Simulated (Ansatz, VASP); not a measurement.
**GeN: VASP beside Ansatz**

```
CELL_PARAMETERS angstrom
1.43103 -4.69119 0.00000
1.43103 4.69119 0.00000
0.00000 0.00000 2.97695
ATOMIC_POSITIONS crystal
Ge 0.19500 0.80500 0.00000
Ge 0.80500 0.19500 0.00000
N 0.09403 0.90597 0.50000
N 0.90597 0.09403 0.50000
```

Alike in both runs: task relaxation of cell and atoms; functional PBE; k mesh 6 × 6 × 6; occupations gaussian, width 0.1 eV; no spin polarisation.

|  | VASP | Ansatz |
| --- | --- | --- |
| version | VASP 6.6.1 | Ansatz 0.2.0 |
| potentials or method | VASP PAW PBE potentials, release 64 (Ge_d, N), cutoff 600 eV | scalar-relativistic, plane waves, PAW |
| valence electrons in the cell | 38 | 38 |

VASP gave:

| Property | Result |
| --- | --- |
| gap on the k mesh at the Fermi level, each at its own relaxed structure (eV) | none |
| relaxed volume (Å³/atom) | 15.82 |
| relaxed cell length with the largest relative difference (Å) | 5.600 |

Problem. What did Ansatz give for the same quantities?

Solution. gap on the k mesh at the Fermi level, each at its own relaxed structure (eV): none; relaxed volume (Å³/atom): 18.45; relaxed cell length with the largest relative difference (Å): 5.157.

A gap of «none» marks a metal or a gap that the smearing closes. One of these differences is far larger than is usual between the two programs; its cause wasn't traced.

The k mesh is coarse, so the values compare programs but aren't converged. Noted on VASP's run: the volume moved by over 15 % at a fixed basis, so the end points are rough.
